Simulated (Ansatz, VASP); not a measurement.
# BiMo: VASP beside Ansatz

```
Mo Bi
1.0
     0.00000    2.84615    2.84615
     2.84615    0.00000    2.84615
     2.84615    2.84615    0.00000
Mo Bi
1 1
Direct
  0.50000 0.50000 0.50000
  0.00000 0.00000 0.00000
```

Alike in both runs: task single point; functional r2SCAN; k mesh 10 × 10 × 10; occupations gaussian, width 0.05 eV; no spin polarisation.

|  | VASP | Ansatz |
| --- | --- | --- |
| version | VASP 6.6.1 | Ansatz 0.2.0 |
| potentials or method | VASP PAW PBE potentials, release 64 (Mo_sv, Bi_d), cutoff 520 eV | scalar-relativistic, plane waves, PAW |
| valence electrons in the cell | 29 | 29 |

Ansatz gave:

```
gap on the k mesh at the Fermi level (eV) : none
pressure (GPa)                            : -2.2
```

Which values does VASP return?

gap on the k mesh at the Fermi level (eV): none; pressure (GPa): -1.9.

VASP's potentials were made for PBE, not for r2SCAN. A gap of «none» marks a metal or a gap that the smearing closes. With one functional, cell and mesh, what is left measures potentials, basis and numerics.

Spin-orbit coupling is off throughout.
